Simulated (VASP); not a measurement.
Wanted: the native input for a VASP 6.6.1 run.

| Property | Result |
| --- | --- |
| Task | single point |
| Functional | PBE |
| Dispersion | D3(BJ) |
| Potentials or basis | VASP PAW PBE potentials, release 64 (W_sv, Se) |
| Cutoff | 520 eV |
| k mesh | 9 × 9 × 2 |
| Occupations | gaussian, width 0.02 eV |
| Spin | no spin polarisation |
| Dipole correction | no |
| Further INCAR settings | ALGO = Normal; EDIFF = 1e-06; NBANDS = 35 |

The structure of WSe2 lies in POSCAR:

```
WSe2
1.0
    3.3118077377      0.0000000000      0.0000000000
   -1.6559038688      2.8681096333      0.0000000000
    0.0000000000      0.0000000000     13.7901599040
W Se
2 4
Direct
    0.3333333333      0.6666666667      0.2500000000
    0.6666666667      0.3333333333      0.7500000000
    0.3333333333      0.6666666667      0.6281927749
    0.6666666667      0.3333333333      0.1281927749
    0.3333333333      0.6666666667      0.8718072251
    0.6666666667      0.3333333333      0.3718072251
```

This cell differs from its parent crystal: volume scaled by 1.10, then relaxed in part.

These files were run (other wordings do the same):

INCAR

```
SYSTEM = WSe2
PREC = Accurate
ENCUT = 520
EDIFF = 1E-6
ISMEAR = 0
SIGMA = 0.02
LREAL = .False.
LASPH = .True.
NELM = 60
ALGO = Normal
ISIF = 2
LWAVE = .False.
LCHARG = .False.
GGA = PE
IVDW = 12
NBANDS = 35
```

KPOINTS

```
Automatic mesh
0
Gamma
  9 9 2
  0 0 0
```

Potentials or basis: VASP PAW PBE potentials, release 64 (W_sv, Se).

Command:

```sh
$ cat potpaw_PBE.64/W_sv/POTCAR potpaw_PBE.64/Se/POTCAR > POTCAR
$ mpirun -np 1 vasp_std > vasp.out
```

It gave:

```json
{
 "Pressure": "-2.2 GPa",
 "Largest force": "0.045 eV/Å",
 "Band gap on the k mesh": "1.31 eV, indirect (least direct gap 1.51 eV)",
 "Dispersion energy per atom": "-0.431 eV"
}
```

Caveat: spin-orbit coupling is left out, which moves the levels of the heavy elements.

Run time: 110 s on 1 thread of AMD EPYC 7R43 64-Core Processor (Zen 3), on a shared host, peak memory 0.29 GiB.
